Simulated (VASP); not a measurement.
Input of a VASP 6.6.1 run:

The input INCAR:

```
SYSTEM = InAs
PREC = Accurate
ENCUT = 520
EDIFF = 1E-6
ISMEAR = 0
SIGMA = 0.05
LREAL = .False.
LASPH = .True.
NELM = 60
ALGO = Normal
ISIF = 2
LWAVE = .False.
LCHARG = .False.
GGA = PE
NBANDS = 16
```

The input KPOINTS:

```
Automatic mesh
0
Gamma
  14 14 14
  0 0 0
```

The input POSCAR:

```
InAs
1.0
    0.0000000000      2.6674862611      2.6674862611
    2.6674862611      0.0000000000      2.6674862611
    2.6674862611      2.6674862611      0.0000000000
In As
1 1
Direct
    0.5000000000      0.5000000000      0.5000000000
    0.0000000000      0.0000000000      0.0000000000
```

Potentials or basis: VASP PAW PBE potentials, release 64 (In_d, As).

The run is started by

```console
$ cat potpaw_PBE.64/In_d/POTCAR potpaw_PBE.64/As/POTCAR > POTCAR
$ mpirun -np 1 vasp_std > vasp.out
```

Problem. Predict the band gap on the k mesh.

Solution. Zero (band 9 reaches 9.24 eV, above the bottom of band 10 at 6.04 eV).

Problem. What does it give for the pressure?

Solution. 24.0 GPa.

Caveat: spin-orbit coupling is left out, which moves the levels of the heavy elements.
